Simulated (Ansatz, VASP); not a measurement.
# One calculation of Li4Nb3FeO12, two programs

```
Li Fe Nb O
1.0
     5.15160    2.97428    9.24600
    -2.57580    1.48714    4.62300
     0.00000   -2.97428    4.62300
Li Fe Nb O
4 1 3 12
Direct
  0.13453 0.28874 0.29467
  0.65267 0.26970 0.27536
  0.38544 0.78565 0.78161
  0.89296 0.77814 0.78110
  0.99721 0.99769 0.99619
  0.50083 0.99582 0.99861
  0.24257 0.50370 0.50611
  0.75679 0.49542 0.49315
  0.05397 0.33623 0.73590
  0.56441 0.34716 0.71560
  0.35876 0.12352 0.34874
  0.86890 0.11403 0.33298
  0.16290 0.73752 0.12215
  0.67903 0.71980 0.11354
  0.10718 0.85415 0.63423
  0.61266 0.85033 0.61278
  0.42246 0.61901 0.21935
  0.92823 0.63081 0.22051
  0.30592 0.22528 0.85360
  0.81624 0.21457 0.85110
```

Alike in both runs: task single point; functional PBEsol; k mesh 2 × 4 × 4; occupations gaussian, width 0.05 eV; collinear spin; Hubbard terms Fe d U = 4.0 eV.

|  | VASP | Ansatz |
| --- | --- | --- |
| version | VASP 6.6.1 | Ansatz 0.2.0 |
| potentials or method | VASP PAW PBE potentials, release 64 (Li_sv, Fe, Nb_sv, O), cutoff 520 eV | scalar-relativistic, plane waves, PAW |
| valence electrons in the cell | 131 | 139 |

Ansatz gave:

```
gap on the k mesh at the Fermi level (eV)                     : 0.99
least direct gap on the mesh (eV)                             : 1.05
rms of the force components (eV/Å)                            : 0.004
net moment per atom (μB)                                      : 0.15
size of the moment on the site where the two differ most (μB) : 2.57
```

Question: Estimate VASP's values.

Answer: gap on the k mesh at the Fermi level (eV): 0.87; least direct gap on the mesh (eV): 0.92; rms of the force components (eV/Å): 0.014; net moment per atom (μB): 0.15; size of the moment on the site where the two differ most (μB): 2.89.

VASP's potentials were made for PBE, not for PBEsol. Site moments also hang on the region over which each program counts them. The programs project onto different local orbitals, so the same U acts differently, and such runs can settle in different states. Atom by atom the forces differ by 0.012 eV/Å (rms over components). VASP's potentials hold 131 valence electrons a cell and Ansatz's 139, so a difference there can come from the potentials and not from the codes. Ansatz's warnings: specified occupation not kept.

Noted on VASP's run: the cutoff is under 1.25 times that of the potentials, so the pressure is a little rough.
